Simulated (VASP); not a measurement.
# Au (Im-3m) in VASP: further runs, part 2 of 2

VASP 6.6.1.

## Step 4: Single point, PBEsol, non-collinear spin, zero start, spin-orbit coupling

Input file INCAR:

```
SYSTEM = Au
  ALGO = Normal
  EDIFF = 1E-6
  ENCUT = 520
  GGA = PS
  GGA_COMPAT = .False.
  ISIF = 2
  ISMEAR = -1
  LASPH = .True.
  LCHARG = .False.
  LMAXMIX = 4
  LORBIT = 11
  LORBMOM = .True.
  LREAL = .False.
  LSORBIT = .True.
  LWAVE = .False.
  MAGMOM = 0 0 0
  NBANDS = 22
  NELM = 150
  PREC = Accurate
  SIGMA = 0.05
```

Input file KPOINTS:

```
k-points
0
Gamma
  8 8 8
  0 0 0
```

Input file POSCAR:

```
Au
1.0
   -1.6572690000      1.6572690000      1.6572690000
    1.6572690000     -1.6572690000      1.6572690000
    1.6572690000      1.6572690000     -1.6572690000
Au
1
Direct
    0.0000000000      0.0000000000      0.0000000000
```

Potentials or basis: VASP PAW PBE potentials, release 64 (Au).

On the command line:

```bash
$ cat potpaw_PBE.64/Au/POTCAR > POTCAR
$ mpirun -np 1 vasp_ncl > vasp.out
```

OUTCAR:

```text
SYSTEM = Au
   EDIFF = 1E-6
   ENCUT = 520
   GGA = PS
   ISIF = 2
   ISMEAR = -1
   LASPH = .True.
   LORBIT = 11
   LREAL = .False.
   LSORBIT = .True.
   NELM = 150
   PREC = Accurate

 ion  position               nearest neighbor table
   1  0.000  0.000  0.000-

  LATTYP: Found a body centered cubic cell.
 ALAT       =     3.3145380000

  Lattice vectors:

 A1 = (  -1.6572690000,   1.6572690000,   1.6572690000)
 A2 = (   1.6572690000,  -1.6572690000,   1.6572690000)
 A3 = (   1.6572690000,   1.6572690000,  -1.6572690000)

Analysis of symmetry for initial positions (statically):
=====================================================================
 Subroutine PRICEL returns:
 Original cell was already a primitive cell.

 Routine SETGRP: Setting up the symmetry group for a
 body centered cubic supercell.

 Subroutine GETGRP returns: Found 48 space group operations
 (whereof 48 operations were pure point group operations)
 out of a pool of 48 trial point group operations.

The static configuration has the point symmetry O_h .

Analysis of symmetry for dynamics (positions and initial velocities):
=====================================================================
 Subroutine PRICEL returns:
 Original cell was already a primitive cell.

 Routine SETGRP: Setting up the symmetry group for a
 body centered cubic supercell.

 Subroutine GETGRP returns: Found 48 space group operations
 (whereof 48 operations were pure point group operations)
 out of a pool of 48 trial point group operations.

The dynamic configuration has the point symmetry O_h .

Analysis of structural, dynamic, and magnetic symmetry:
=====================================================================
 Subroutine PRICEL returns:
 Original cell was already a primitive cell.

 Routine SETGRP: Setting up the symmetry group for a
 body centered cubic supercell.
[... 771 lines left out ...]
  Total       -1.2112086     -1.2112086     -1.2112086      0.0000000     -0.0000000      0.0000000
  in kB     -106.5836295   -106.5836295   -106.5836295      0.0000000     -0.0000000      0.0000000
  external PRESSURE =    -106.5836295 kB  Pullay stress =       0.0000000 kB

 VOLUME and BASIS-vectors are now :
 -----------------------------------------------------------------------------
  energy-cutoff  :      520.00
  volume of cell :       18.21
      direct lattice vectors                 reciprocal lattice vectors
    -1.657269000  1.657269000  1.657269000     0.000000000  0.301701172  0.301701172
     1.657269000 -1.657269000  1.657269000     0.301701172  0.000000000  0.301701172
     1.657269000  1.657269000 -1.657269000     0.301701172  0.301701172  0.000000000

 POSITION                                       TOTAL-FORCE (eV/Angst)
 -----------------------------------------------------------------------------------
      0.00000      0.00000      0.00000         0.000000     -0.000000     -0.000000
 -----------------------------------------------------------------------------------
    total drift:                               -0.000000      0.000000     -0.000000

  FREE ENERGIE OF THE ION-ELECTRON SYSTEM (eV)
  ---------------------------------------------------
  free  energy   TOTEN  =        -4.1178981858 eV

  energy  without entropy=       -4.1085833470  energy(sigma->0) =       -4.11324077

 orbital moment (x)

 # of ion     p       d       tot
 ----------------------------------------
  1         0.000   0.000   0.000
 ----------------------------------------
            0.000   0.000   0.000

 orbital moment (y)

 # of ion     p       d       tot
 ----------------------------------------
  1         0.000   0.000   0.000
 ----------------------------------------
            0.000   0.000   0.000

 orbital moment (z)

 # of ion     p       d       tot
 ----------------------------------------
  1        -0.000   0.000  -0.000
 ----------------------------------------
           -0.000   0.000  -0.000

 Spin-Orbit-Coupling matrix elements

 Ion:    1  E_soc:     -0.5787476
 l=   1
     0.0000000    -0.0241380    -0.0241380
    -0.0241380     0.0000000    -0.0241380
    -0.0241380    -0.0241380     0.0000000
 l=   2
     0.0000000    -0.0149804     0.0000000    -0.0149804    -0.0573395
    -0.0149804     0.0000000    -0.0430046    -0.0149804    -0.0143349
     0.0000000    -0.0430046     0.0000000    -0.0430046     0.0000000
    -0.0149804    -0.0149804    -0.0430046     0.0000000    -0.0143349
    -0.0573395    -0.0143349     0.0000000    -0.0143349     0.0000000
 l=   3
     0.0000000     0.0000000     0.0000000     0.0000000     0.0000000     0.0000000     0.0000000
     0.0000000     0.0000000     0.0000000     0.0000000     0.0000000     0.0000000     0.0000000
     0.0000000     0.0000000     0.0000000     0.0000000     0.0000000     0.0000000     0.0000000
     0.0000000     0.0000000     0.0000000     0.0000000     0.0000000     0.0000000     0.0000000
     0.0000000     0.0000000     0.0000000     0.0000000     0.0000000     0.0000000     0.0000000
     0.0000000     0.0000000     0.0000000     0.0000000     0.0000000     0.0000000     0.0000000
     0.0000000     0.0000000     0.0000000     0.0000000     0.0000000     0.0000000     0.0000000

 total charge

# of ion       s       p       d       tot
------------------------------------------
    1        0.533   0.327   8.702   9.561

 magnetization (x)

# of ion       s       p       d       tot
------------------------------------------
    1        0.000   0.000   0.000   0.000

 magnetization (y)

# of ion       s       p       d       tot
------------------------------------------
    1       -0.000  -0.000   0.000  -0.000

 magnetization (z)

# of ion       s       p       d       tot
------------------------------------------
    1        0.000   0.000   0.000   0.000
```

OSZICAR:

```text
N       E                     dE             d eps       ncg     rms          rms(c)
DAV:   1     0.629939699303E+02    0.62994E+02   -0.55715E+03  1284   0.956E+02
DAV:   2    -0.316933458729E+01   -0.66163E+02   -0.61772E+02  1498   0.229E+02
DAV:   3    -0.450429260657E+01   -0.13350E+01   -0.13287E+01  1502   0.324E+01
DAV:   4    -0.451065107276E+01   -0.63585E-02   -0.63580E-02  1432   0.243E+00
DAV:   5    -0.451071595015E+01   -0.64877E-04   -0.64877E-04  1456   0.259E-01    0.900E+00
DAV:   6    -0.414194504360E+01    0.36877E+00   -0.61213E-01  1384   0.897E+00    0.570E+00
DAV:   7    -0.412105477396E+01    0.20890E-01   -0.40159E-02  1420   0.226E+00    0.311E+00
DAV:   8    -0.411804554829E+01    0.30092E-02   -0.14226E-03  1456   0.339E-01    0.126E+00
DAV:   9    -0.411789810716E+01    0.14744E-03   -0.93160E-05  1436   0.946E-02    0.121E-01
DAV:  10    -0.411789818584E+01   -0.78672E-07   -0.88873E-06  1450   0.332E-02
   1 F= -.41178982E+01 E0= -.41132408E+01  d E =-.931484E-02  mag=    -0.0000     0.0000    -0.0000
```

Run time: 20 s. Hardware: 1 thread of Intel Xeon 6975P-C, shared host; peak memory 0.2 GiB.

What came out:

| Property | Result |
| --- | --- |
| Free energy | -4.1179 eV |
| Pressure | -10.7 GPa |
| Net moment | 0.00 μB per cell |
| Valence electrons inside the program's atomic spheres | Au 9.56 |

Moments on the atoms (μB; x, y, z):
```
Au  0.00 0.00 0.00
```

Caveat: the PAW data sets were made with another functional, which shifts forces and pressure a little.

## Step 5: Single point, r2SCAN

POSCAR is that of step 4.

Input file INCAR.step1:

```
SYSTEM = Au
PREC = Accurate
ENCUT = 520
ISMEAR = -1
SIGMA = 0.05
LREAL = .False.
LASPH = .True.
NELM = 100
NBANDS = 12
GGA = PE
ALGO = Normal
EDIFF = 1E-4
LWAVE = .True.
LCHARG = .False.
```

Input file INCAR.step2:

```
SYSTEM = Au
PREC = Accurate
ENCUT = 520
EDIFF = 1E-6
ISMEAR = -1
SIGMA = 0.05
LREAL = .False.
LASPH = .True.
NELM = 100
ALGO = Normal
ISIF = 2
LWAVE = .False.
LCHARG = .True.
METAGGA = R2SCAN
LMIXTAU = .True.
LELF = .True.
LVHAR = .True.
NBANDS = 12
ISTART = 1
```

Input file KPOINTS:

```
regular mesh
0
Gamma
  11 11 11
  0 0 0
```

On the command line:

```bash
$ cat potpaw_PBE.64/Au/POTCAR > POTCAR
$ cp INCAR.step1 INCAR
$ mpirun -np 1 vasp_std > vasp.out
$ cp INCAR.step2 INCAR
$ mpirun -np 1 vasp_std > vasp.out
```

Run time: 26 s. Hardware: 1 thread of Intel Xeon 6975P-C, shared host; peak memory 0.15 GiB.

Results (log left out):

* Free energy: -50.5653 eV
* Pressure: -3.9 GPa

Levels at points of the mesh, in eV from the Fermi level:
```tsv
k point	band 3	band 4	band 5	band 6	band 7	band 8	band 9	band 10
(0.00, 0.00, 0.00)	-4.67	-4.67	-2.89	-2.89	17.49	17.49	17.49	24.14
```

Caveat: the PAW data sets were made with another functional, which shifts forces and pressure a little; spin-orbit coupling is left out, which moves the levels of the heavy elements.

## Step 6: Single point, r2SCAN, non-collinear spin, zero start, spin-orbit coupling

POSCAR is that of step 5.

Input file INCAR.step1:

```
PREC     = Accurate       # precision mode
ENCUT    = 520            # plane-wave cutoff, eV
ISMEAR   = -1             # smearing method
SIGMA    = 0.05           # smearing width, eV
LREAL    = False          # projectors in reciprocal space
LASPH    = True           # aspherical terms in the spheres
NELM     = 150            # most SCF steps
MAGMOM   = 0 0 0          # initial moments
LSORBIT  = True           # spin-orbit coupling
GGA_COMPAT= False        
LMAXMIX  = 4              # l up to which the mixer works
NBANDS   = 22             # bands
GGA      = PE             # functional
ALGO     = Normal         # electronic algorithm
EDIFF    = 1E-4           # SCF threshold, eV
LWAVE    = True           # write WAVECAR
LCHARG   = False          # write CHGCAR
```

Input file INCAR.step2:

```
PREC     = Accurate       # precision mode
ENCUT    = 520            # plane-wave cutoff, eV
EDIFF    = 1E-6           # SCF threshold, eV
ISMEAR   = -1             # smearing method
SIGMA    = 0.05           # smearing width, eV
LREAL    = False          # projectors in reciprocal space
LASPH    = True           # aspherical terms in the spheres
NELM     = 150            # most SCF steps
ALGO     = Normal         # electronic algorithm
ISIF     = 2              # what is computed and relaxed
LWAVE    = False          # write WAVECAR
LCHARG   = True           # write CHGCAR
MAGMOM   = 0 0 0          # initial moments
LORBIT   = 11             # projections on sites
LSORBIT  = True           # spin-orbit coupling
GGA_COMPAT= False        
LORBMOM  = True         
LMAXMIX  = 4              # l up to which the mixer works
METAGGA  = R2SCAN         # meta-GGA
LMIXTAU  = True         
LVHAR    = True         
NBANDS   = 22             # bands
ISTART   = 1
```

Input file KPOINTS:

```
Automatic mesh
0
Gamma
  11 11 11
```

Potentials or basis: VASP PAW PBE potentials, release 64 (Au).

On the command line:

```bash
$ cat potpaw_PBE.64/Au/POTCAR > POTCAR
$ cp INCAR.step1 INCAR
$ mpirun -np 1 vasp_ncl > vasp.out
$ cp INCAR.step2 INCAR
$ mpirun -np 1 vasp_ncl > vasp.out
```

OUTCAR:

```text
PREC = Accurate
   ENCUT = 520
   EDIFF = 1E-6
   ISMEAR = -1
   LREAL = False
   LASPH = True
   NELM = 150
   ISIF = 2
   LORBIT = 11
   LSORBIT = True
   METAGGA = R2SCAN
   ISTART = 1

 ion  position               nearest neighbor table
   1  0.000  0.000  0.000-

  LATTYP: Found a body centered cubic cell.
 ALAT       =     3.3145380000

  Lattice vectors:

 A1 = (  -1.6572690000,   1.6572690000,   1.6572690000)
 A2 = (   1.6572690000,  -1.6572690000,   1.6572690000)
 A3 = (   1.6572690000,   1.6572690000,  -1.6572690000)

Analysis of symmetry for initial positions (statically):
=====================================================================
 Subroutine PRICEL returns:
 Original cell was already a primitive cell.

[... 843 lines left out ...]
 ----------------------------------------
            0.000   0.000   0.000

 Spin-Orbit-Coupling matrix elements

 Ion:    1  E_soc:     -0.5341973
 l=   1
     0.0000000    -0.0218823    -0.0218823
    -0.0218823     0.0000000    -0.0218823
    -0.0218823    -0.0218823     0.0000000
 l=   2
     0.0000000    -0.0141077     0.0000000    -0.0141077    -0.0530429
    -0.0141077     0.0000000    -0.0397822    -0.0141077    -0.0132607
     0.0000000    -0.0397822     0.0000000    -0.0397822     0.0000000
    -0.0141077    -0.0141077    -0.0397822     0.0000000    -0.0132607
    -0.0530429    -0.0132607     0.0000000    -0.0132607     0.0000000
 l=   3
     0.0000000     0.0000000     0.0000000     0.0000000     0.0000000     0.0000000     0.0000000
     0.0000000     0.0000000     0.0000000     0.0000000     0.0000000     0.0000000     0.0000000
     0.0000000     0.0000000     0.0000000     0.0000000     0.0000000     0.0000000     0.0000000
     0.0000000     0.0000000     0.0000000     0.0000000     0.0000000     0.0000000     0.0000000
     0.0000000     0.0000000     0.0000000     0.0000000     0.0000000     0.0000000     0.0000000
     0.0000000     0.0000000     0.0000000     0.0000000     0.0000000     0.0000000     0.0000000
     0.0000000     0.0000000     0.0000000     0.0000000     0.0000000     0.0000000     0.0000000

 total charge

# of ion       s       p       d       tot
------------------------------------------
    1        0.536   0.312   8.769   9.617

 magnetization (x)

# of ion       s       p       d       tot
------------------------------------------
    1       -0.000  -0.000   0.000  -0.000

 magnetization (y)

# of ion       s       p       d       tot
------------------------------------------
    1        0.000   0.000   0.000   0.000

 magnetization (z)

# of ion       s       p       d       tot
------------------------------------------
    1        0.000  -0.000   0.000   0.000
```

OSZICAR.step1:

```text
N       E                     dE             d eps       ncg     rms          rms(c)
DAV:   1     0.635280776277E+02    0.63528E+02   -0.55708E+03  2496   0.954E+02
DAV:   2    -0.237715257437E+01   -0.65905E+02   -0.61367E+02  2884   0.230E+02
DAV:   3    -0.376370071128E+01   -0.13865E+01   -0.13808E+01  2914   0.329E+01
DAV:   4    -0.377051626553E+01   -0.68156E-02   -0.68150E-02  2824   0.252E+00
DAV:   5    -0.377058816022E+01   -0.71895E-04   -0.71894E-04  2832   0.271E-01    0.888E+00
DAV:   6    -0.349570633320E+01    0.27488E+00   -0.46925E-01  2734   0.780E+00    0.578E+00
DAV:   7    -0.348024942685E+01    0.15457E-01   -0.32368E-02  2746   0.204E+00    0.310E+00
DAV:   8    -0.347828150152E+01    0.19679E-02   -0.10243E-03  2740   0.263E-01    0.133E+00
DAV:   9    -0.347815960778E+01    0.12189E-03   -0.13930E-04  2712   0.114E-01    0.905E-02
DAV:  10    -0.347816267854E+01   -0.30708E-05   -0.49026E-06  1484   0.248E-02
   1 F= -.34781627E+01 E0= -.34751380E+01  d E =-.604939E-02  mag=    -0.0000    -0.0000     0.0000
```

Wall time 3.1 min (1 thread of Intel Xeon 6975P-C, shared host); peak memory 0.23 GiB.

What came out:

```yaml
Free_energy: -50.8307 eV
Pressure: -5.0 GPa
Net_moment: 0.00 μB per cell
Valence_electrons_inside_the_program's_atomic_spheres: Au 9.62
```

Moments on the atoms (μB; x, y, z):
```
Au  0.00 0.00 0.00
```

Caveat: the PAW data sets were made with another functional, which shifts forces and pressure a little.

## Step 7: The runs side by side

```tsv
task	level	spin	cell	k mesh	cutoff (eV)	gap on the mesh (eV)	pressure (GPa)	moment (μB)
relaxation of cell and atoms	PBEsol	off	relaxed to 20 GPa	11 × 11 × 11	600	none	20.1	-
relaxation of cell and atoms	PBEsol	off	relaxed to 30 GPa	11 × 11 × 11	600	none	30.0	-
single point	PBEsol	non-collinear, zero start, SOC	as given	8 × 8 × 8	520	-	-10.7	0.00
single point	r2SCAN	off	as given	11 × 11 × 11	520	none	-3.9	-
single point	r2SCAN	non-collinear, zero start, SOC	as given	11 × 11 × 11	520	-	-5.0	0.00
```

Alike in all rows: potentials or basis VASP PAW PBE potentials, release 64 (Au); smearing fermi-dirac 0.05 eV.

The pressure there spans -10.7 GPa (PBEsol) to -3.9 GPa (r2SCAN); a positive pressure means that this level wants a larger cell, a negative one a smaller.

Caveats: the PAW data sets were made with another functional, which shifts forces and pressure a little; spin-orbit coupling is left out, which moves the levels of the heavy elements (some runs); the cell is relaxed towards a set pressure, so the enthalpy falls and the energy may rise (some runs).

Total energies depend on the potentials used, so only differences within one code and one set of settings carry meaning.
